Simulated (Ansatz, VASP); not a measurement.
## BN: VASP beside Ansatz

```xyz
2
Lattice="0.0000 1.8048 1.7599 1.8048 0.0000 1.7599 1.8048 1.8048 0.0000" Properties=species:S:1:pos:R:3 pbc="T T T"
B     0.0000    0.0000    0.0000
N     0.9024    0.9024    0.8799
```

Change from the starting cell: uniaxial_z strain -2.5%.

Alike in both runs: task single point; functional r2SCAN; k mesh 12 × 12 × 12; no spin polarisation.

|  | VASP | Ansatz |
| --- | --- | --- |
| version | VASP 6.6.1 | Ansatz 0.2.0 |
| potentials or method | VASP PAW PBE potentials, release 64 (B, N) | plane waves, PAW |
| plane-wave cutoff (eV) | 520 | 500 |
| occupations | gaussian, width 0.01 eV | fixed |
| valence electrons in the cell | 8 | 8 |

```csv
,VASP,Ansatz,Ansatz less VASP
gap on the k mesh at the Fermi level (eV),4.54,4.57,+0.024
pressure (GPa),11.6,10.4,-1.21
"traceless stress, the component that is largest in VASP (GPa)",10.72,10.75,+0.030
```

VASP's potentials were made for PBE, not for r2SCAN.
